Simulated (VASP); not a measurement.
# MgO: single point with PBE

The system is MgO.

```
CELL_PARAMETERS angstrom
0.00000 2.04779 2.04779
2.04779 0.00000 2.04779
2.04779 2.04779 0.00000
ATOMIC_POSITIONS crystal
Mg 0.00000 0.00000 0.00000
O 0.50000 0.50000 0.50000
```

```
Program             : VASP 6.6.1
Task                : single point
Functional          : PBE
Potentials or basis : VASP PAW PBE potentials, release 64 (Mg, O)
Cutoff              : 600 eV
k mesh              : 3 × 3 × 3
Occupations         : gaussian, width 0.01 eV
Spin                : no spin polarisation
```

| Quantity | Value |
| --- | --- |
| Pressure | 21.0 GPa |
| Band gap on the k mesh | 5.55 eV, direct |

Levels at points of the mesh, in eV from the valence-band top:
```tsv
k point	band 1	band 2	band 3	band 4	band 5	band 6	band 7	band 8	band 9
(0.00, 0.00, 0.00)	-17.73	0.00	0.00	0.00	5.55	16.21	16.21	16.21	20.36
```

It took 2.6 s on 1 thread of Intel(R) Xeon(R) Platinum 8375C CPU @ 2.90GHz (Ice Lake) (shared host), peak memory 0.13 GiB.

Caveat: the k points lie up to 0.89 Å⁻¹ apart. PBE gaps usually lie below the measured ones, often by a third to a half.
